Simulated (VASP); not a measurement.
# Ir3Rh (Pm-3m) in VASP: a series of runs

The runs below take Ir3Rh through single point, relaxation of cell and atoms, with LDA.

All numbers are computed with VASP 6.6.1; they aren't measurements. Logs are shortened: lines on timing, memory, paths and dates and some standing lists are left out, and cuts for length are marked.

## (1) The cell of the first run

It takes space group Pm-3m (No. 221, cubic). The conventional cell has a = 3.796 Å, b = 3.796 Å, c = 3.796 Å, α = 90.00°, β = 90.00°, γ = 90.00°. Ir (site symmetry 4/mmm) has 8 Ir at 2.68 Å and 4 Rh at 2.68 Å within 3.5 Å. Within 3.5 Å of Rh (site symmetry m-3m) lie 12 Ir at 2.68 Å.

## (2) Single point, LDA

INCAR reads:

```
PREC = Accurate ; ENCUT = 520
EDIFF = 1E-6 ; ISMEAR = 1
SIGMA = 0.1 ; LREAL = False
LASPH = True ; NELM = 80
ALGO = Normal ; ISIF = 2
LWAVE = False ; LCHARG = False
NBANDS = 29
```

KPOINTS reads:

```
regular mesh
0
Gamma
  5 5 5
```

POSCAR reads:

```
Ir3Rh
1.0
    3.7963979920      0.0000000000      0.0000000000
    0.0000000000      3.7963979920      0.0000000000
    0.0000000000      0.0000000000      3.7963979920
Ir Rh
3 1
Direct
    0.5000000000      0.0000000000      0.5000000000
    0.0000000000      0.5000000000      0.5000000000
    0.5000000000      0.5000000000      0.0000000000
    0.0000000000      0.0000000000      0.0000000000
```

Potentials or basis: VASP PAW LDA potentials, release 64 (Ir, Rh_pv).

On the command line:

```bash
$ cat potpaw_LDA.64/Ir/POTCAR potpaw_LDA.64/Rh_pv/POTCAR > POTCAR
$ mpirun -np 1 vasp_std > vasp.out
```

OUTCAR:

```text
PREC = Accurate
   ENCUT = 520
   EDIFF = 1E-6
   ISMEAR = 1
   LREAL = False
   LASPH = True
   NELM = 80
   ISIF = 2

 ion  position               nearest neighbor table
   1  0.500  0.000  0.500-   2 2.68   3 2.68   4 2.68   3 2.68   4 2.68   2 2.68   3 2.68   3 2.68
                             2 2.68   4 2.68   4 2.68   2 2.68
   2  0.000  0.500  0.500-   1 2.68   3 2.68   4 2.68   3 2.68   4 2.68   1 2.68   4 2.68   4 2.68
                             1 2.68   3 2.68   3 2.68   1 2.68
   3  0.500  0.500  0.000-   1 2.68   2 2.68   4 2.68   1 2.68   2 2.68   1 2.68   4 2.68   1 2.68
                             2 2.68   4 2.68   2 2.68   4 2.68
   4  0.000  0.000  0.000-   1 2.68   2 2.68   3 2.68   1 2.68   2 2.68   2 2.68   3 2.68   2 2.68
                             1 2.68   3 2.68   1 2.68   3 2.68

  LATTYP: Found a simple cubic cell.
 ALAT       =     3.7963979920

  Lattice vectors:

 A1 = (   3.7963979920,   0.0000000000,   0.0000000000)
 A2 = (   0.0000000000,   3.7963979920,   0.0000000000)
 A3 = (   0.0000000000,   0.0000000000,   3.7963979920)

Analysis of symmetry for initial positions (statically):
=====================================================================
 Subroutine PRICEL returns:
 Original cell was already a primitive cell.

 Routine SETGRP: Setting up the symmetry group for a
 simple cubic supercell.

 Subroutine GETGRP returns: Found 48 space group operations
 (whereof 48 operations were pure point group operations)
 out of a pool of 48 trial point group operations.

The static configuration has the point symmetry O_h .

Analysis of symmetry for dynamics (positions and initial velocities):
=====================================================================
 Subroutine PRICEL returns:
 Original cell was already a primitive cell.

 Routine SETGRP: Setting up the symmetry group for a
 simple cubic supercell.

 Subroutine GETGRP returns: Found 48 space group operations
 (whereof 48 operations were pure point group operations)
 out of a pool of 48 trial point group operations.

The dynamic configuration has the point symmetry O_h .

 Subroutine INISYM returns: Found 48 space group operations
 (whereof 48 operations are pure point group operations),
 and found     1 'primitive' translations

----------------------------------------------------------------------------------------

                                     Primitive cell

  volume of cell :      54.7161

[... 70 lines left out ...]
   ICHARG =      2    charge: 1-file 2-atom 10-const
   ISPIN  =      1    spin polarized calculation?
   LNONCOLLINEAR =      F non collinear calculations
   LSORBIT =      F    spin-orbit coupling
   LASPH  =      T    aspherical Exc in radial PAW
   ENCUT  =  520.0 eV  38.22 Ry    6.18 a.u.   7.06  7.06  7.06*2*pi/ulx,y,z
   NELM   =     80;   NELMIN=  2; NELMDL= -5     # of ELM steps
   EDIFF  = 0.1E-05   stopping-criterion for ELM
   LREAL  =      F    real-space projection
[... 7 lines left out ...]
   TEBEG  =    0.0;   TEEND  =   0.0 temperature during run
   PSTRESS=    0.0 pullay stress
   NELECT =      42.0000    total number of electrons
   NUPDOWN=      -1.0000    fix difference up-down
   EMIN   =  10.00;   EMAX   =-10.00  energy-range for DOS
   EFERMI =   0.00;   METHOD = LEGACY
   ISMEAR =     1;   SIGMA  =   0.10  broadening in eV -4-tet -1-fermi 0-gaus
   EFERMI_NEDOS =   21; number of points for ismear=-14 and -15
   IALGO  =     38    algorithm
   IMIX   =      4    mixing-type and parameters
     AMIX     =   0.40;   BMIX     =  1.00
     AMIX_MAG =   1.60;   BMIX_MAG =  1.00
  volume/ion in A,a.u.               =      13.68        92.31
  Fermi-wavevector in a.u.,A,eV,Ry     =   1.498947  2.832599 30.570131  2.246841
  Thomas-Fermi vector in A             =   2.610640
   LORBIT       =      0    0 simple, 1 ext, 2 COOP (PROOUT), +10 PAW based schemes
   GGA     = CA    functional components
   LHFCALC =     F    Hartree Fock is set to
   AEXX    =    0.0000 exact exchange contribution
   IVDW    =     0    specifies the selected vdW correction
   LEPSILON=     F    determine dielectric tensor
   LRPA    =     F    only Hartree local field effects (RPA)
 non-spin polarized calculation
 Methfessel and Paxton  Order N= 1 SIGMA  =   0.10
  energy-cutoff  :      520.00
  volume of cell :       54.72
 maximum number of plane-waves:      1481
   NGX = 15   NGY = 15   NGZ = 15

 number of electron      42.0000007 magnetization

 Free energy of the ion-electron system (eV)
  ---------------------------------------------------
  ext. energy  EPLUGINS =         0.00000000
  ---------------------------------------------------
  free energy    TOTEN  =       -39.73891441 eV

  energy without entropy =      -39.72703013  energy(sigma->0) =      -39.73495299

 E-fermi :  11.2046     XC(G=0): -14.3501

 val. band max:       11.1351285284   @ k =   0.2000   0.2000   0.0000
 cond. band min:      11.2104861886   @ k =   0.4000   0.4000   0.2000
 fundamental gap:      0.0753576602
 Fermi energy:        11.2046242406

 k-point     1 :       0.0000    0.0000    0.0000
  band No.  band energies     occupation
      1     -35.7883      2.00000
      2     -35.7883      2.00000
      3     -35.7883      2.00000
      4       0.4197      2.00000
      5       3.2421      2.00000
      6       3.3722      2.00000
[... 309 lines left out ...]
     28      18.6185      0.00000
     29      18.6185      0.00000

------------------------ aborting loop because EDIFF is reached ----------------------------------------

  FORCE on cell =-STRESS in cart. coord.  units (eV):
  Direction    XX          YY          ZZ          XY          YZ          ZX
  --------------------------------------------------------------------------------------
  -------------------------------------------------------------------------------------
  Total        0.7333499      0.7333499      0.7333499      0.0000000      0.0000000      0.0000000
  in kB       21.4736872     21.4736872     21.4736872      0.0000000      0.0000000      0.0000000
  external PRESSURE =      21.4736872 kB  Pullay stress =       0.0000000 kB

 VOLUME and BASIS-vectors are now :
 -----------------------------------------------------------------------------
  energy-cutoff  :      520.00
  volume of cell :       54.72
      direct lattice vectors                 reciprocal lattice vectors
     3.796397992  0.000000000  0.000000000     0.263407578  0.000000000  0.000000000
     0.000000000  3.796397992  0.000000000     0.000000000  0.263407578  0.000000000
     0.000000000  0.000000000  3.796397992     0.000000000  0.000000000  0.263407578

 POSITION                                       TOTAL-FORCE (eV/Angst)
 -----------------------------------------------------------------------------------
      1.89820      0.00000      1.89820         0.000000      0.000000      0.000000
      0.00000      1.89820      1.89820         0.000000      0.000000      0.000000
      1.89820      1.89820      0.00000         0.000000      0.000000      0.000000
      0.00000      0.00000      0.00000         0.000000      0.000000      0.000000
 -----------------------------------------------------------------------------------
    total drift:                               -0.000000      0.000000      0.000000

  FREE ENERGIE OF THE ION-ELECTRON SYSTEM (eV)
  ---------------------------------------------------
  free  energy   TOTEN  =       -39.7389144127 eV

  energy  without entropy=      -39.7270301309  energy(sigma->0) =      -39.73495299
```

OSZICAR:

```text
N       E                     dE             d eps       ncg     rms          rms(c)
DAV:   1     0.471371309487E+03    0.47137E+03   -0.20782E+04   596   0.151E+03
DAV:   2    -0.192236526945E+02   -0.49059E+03   -0.47187E+03   590   0.479E+02
DAV:   3    -0.415258673396E+02   -0.22302E+02   -0.20532E+02   650   0.112E+02
DAV:   4    -0.421495987792E+02   -0.62373E+00   -0.62108E+00   673   0.183E+01
DAV:   5    -0.421695456000E+02   -0.19947E-01   -0.19944E-01   711   0.312E+00    0.309E+01
DAV:   6    -0.400807467207E+02    0.20888E+01   -0.36279E+00   681   0.182E+01    0.119E+01
DAV:   7    -0.397739430994E+02    0.30680E+00   -0.84941E-01   673   0.774E+00    0.316E+00
DAV:   8    -0.397584563838E+02    0.15487E-01   -0.35678E-02   688   0.203E+00    0.247E+00
DAV:   9    -0.397402431759E+02    0.18213E-01   -0.19225E-02   655   0.171E+00    0.391E-01
DAV:  10    -0.397388995544E+02    0.13436E-02   -0.35853E-03   709   0.641E-01    0.633E-02
DAV:  11    -0.397389126613E+02   -0.13107E-04   -0.22140E-04   640   0.136E-01    0.347E-02
DAV:  12    -0.397389147231E+02   -0.20619E-05   -0.98886E-06   721   0.258E-02    0.890E-03
DAV:  13    -0.397389144127E+02    0.31044E-06   -0.24705E-06   402   0.141E-02
   1 F= -.39738914E+02 E0= -.39734953E+02  d E =-.118843E-01
```

Run time: 8.7 s. Hardware: 1 thread of Intel Xeon Platinum 8559C (Emerald Rapids), shared host; peak memory 0.14 GiB.

Results:

```yaml
Free_energy: -39.7389 eV
Pressure: 2.1 GPa
Band_gap_on_the_k_mesh: zero (band 21 reaches 12.24 eV, above the bottom of band 22 at 10.22 eV)
```

Caveat: spin-orbit coupling is left out, which moves the levels of the heavy elements.

(Part 1 of 2 ends here.)
